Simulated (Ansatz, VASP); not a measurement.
# One calculation of Ta6F, two programs

```
Ta F
1.0
     4.60022    0.00000    0.00000
    -2.30011    3.98391    0.00000
     0.00000    0.00000   21.40177
Ta F
6 1
Direct
  0.66667 0.33333 0.18690
  0.33333 0.66667 0.23078
  0.00000 0.00000 0.27465
  0.66667 0.33333 0.31578
  0.33333 0.66667 0.35436
  0.00000 0.00000 0.39257
  0.00000 0.00000 0.47995
```

Alike in both runs: task single point; functional LDA; k mesh 6 × 6 × 1; occupations gaussian, width 0.1 eV; collinear spin.

|  | VASP | Ansatz |
| --- | --- | --- |
| version | VASP 6.6.1 | Ansatz 0.2.0 |
| potentials or method | VASP PAW LDA potentials, release 64 (Ta_pv, F), cutoff 520 eV | scalar-relativistic, plane waves, PAW |
| valence electrons in the cell | 73 | 85 |

Ansatz gave:

- gap on the k mesh at the Fermi level (eV): none
- rms of the force components (eV/Å): 1.020
- net moment per atom (μB): 0.00

Question: Which values does VASP return?

Answer: gap on the k mesh at the Fermi level (eV): none; rms of the force components (eV/Å): 1.003; net moment per atom (μB): 0.00.

Ansatz warns that its potentials were made for another functional, while VASP's fit it. LDA's correlation is that of Perdew and Zunger in VASP and of Perdew and Wang (1992) in Ansatz. Atom by atom the forces differ by 0.076 eV/Å (rms over components). A gap of «none» marks a metal or a gap that the smearing closes. VASP's potentials hold 73 valence electrons a cell and Ansatz's 85, so a difference there can come from the potentials and not from the codes. Ansatz's warnings: seeded moment not kept.

Spin-orbit coupling is off throughout.
